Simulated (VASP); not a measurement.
Ge, 3 atoms in the cell. It takes space group Pmmm (No. 47, orthorhombic). The conventional cell has a = 2.790 Å, b = 4.113 Å, c = 5.809 Å, α = 90.00°, β = 90.00°, γ = 90.00°. Ge (site symmetry mm2) has 6 Ge at 2.55 to 3.26 Å within 3.4 Å. Within 3.5 Å of Ge (site symmetry mmm) lie 6 Ge at 2.62 to 2.79 Å. The cell was generated, and may not be a known phase.

| Property | Result |
| --- | --- |
| Program | VASP 6.6.1 |
| Task | single point |
| Functional | PBE |
| Potentials or basis | VASP PAW PBE potentials, release 64 (Ge_d) |
| Cutoff | 520 eV |
| k mesh | 6 × 4 × 4 |
| Occupations | gaussian, width 0.1 eV |
| Spin | no spin polarisation |
| Dipole correction | no |
| Further INCAR settings | ALGO = Normal; EDIFF = 1e-06; NBANDS = 28 |

Potentials or basis: VASP PAW PBE potentials, release 64 (Ge_d).

Run with:

```bash
$ cat potpaw_PBE.64/Ge_d/POTCAR > POTCAR
$ mpirun -np 1 vasp_std > vasp.out
```

Hardware: 1 thread of Intel(R) Xeon(R) 6975P-C (Granite Rapids), with other jobs on the host.

**Question.** How long does it take, and how much memory?

**Answer.** Run time: 31 s on 1 thread of Intel(R) Xeon(R) 6975P-C (Granite Rapids) (shared host), peak memory 0.2 GiB. Counts: scf iterations 13, k points 36.
